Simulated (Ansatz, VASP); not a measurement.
**Two plane-wave programs on KBr**

The input INCAR:

```
PREC     = Accurate       # precision mode
ENCUT    = 500            # plane-wave cutoff, eV
EDIFF    = 1E-6           # SCF threshold, eV
ISMEAR   = 1              # smearing method
SIGMA    = 0.05           # smearing width, eV
LREAL    = F              # projectors in reciprocal space
LASPH    = T              # aspherical terms in the spheres
NELM     = 120            # most SCF steps
ALGO     = Normal         # electronic algorithm
ISIF     = 2              # what is computed and relaxed
LWAVE    = F              # write WAVECAR
LCHARG   = F              # write CHGCAR
GGA      = PS             # functional
NBANDS   = 15             # bands
GGA_COMPAT= F
```

Contents of KPOINTS:

```
regular mesh
0
Gamma
  4 4 4
```

File POSCAR:

```
KBr
1.0
    0.0000000000      3.6882992926      3.6882992926
    3.6882992926      0.0000000000      3.6882992926
    3.6882992926      3.6882992926      0.0000000000
K Br
1 1
Direct
    0.0000000000      0.0000000000      0.0000000000
    0.2500000000      0.2500000000      0.2500000000
```

Input for Ansatz:

```yaml
crystal:
  lattice:
    - [0.0, 3.6882992926, 3.6882992926]
    - [3.6882992926, 0.0, 3.6882992926]
    - [3.6882992926, 3.6882992926, 0.0]
  atoms:
    - { symbol: K, position: [0.0, 0.0, 0.0] }
    - { symbol: Br, position: [0.25, 0.25, 0.25] }
kpoints:
  mp_grid: { grid: [4, 4, 4] }
hamiltonian:
  xc: pbesol
scf:
  occupations: { method: methfessel_paxton, width: 0.05 }
  n_extra_bands: 4
output:
  forces: true
  stress: true
  eigenvalues: true
```

Alike in both runs: task single point; functional PBEsol; k mesh 4 × 4 × 4; occupations methfessel-paxton of order 1, width 0.05 eV; no spin polarisation.

|  | VASP | Ansatz |
| --- | --- | --- |
| version | VASP 6.6.1 | Ansatz 0.2.0 |
| potentials or method | VASP PAW PBE potentials, release 64 (K_sv, Br) | plane waves |
| plane-wave cutoff (eV) | 500 | 420 |
| valence electrons in the cell | 16 | 16 |

|  | VASP | Ansatz | Ansatz less VASP |
| --- | --- | --- | --- |
| gap on the k mesh at the Fermi level (eV) | 4.29 | 4.30 | +0.003 |
| pressure (GPa) | -0.2 | -0.2 | -0.03 |

VASP's potentials were made for PBE, not for PBEsol. With one functional, cell and mesh, what is left measures potentials, basis and numerics.
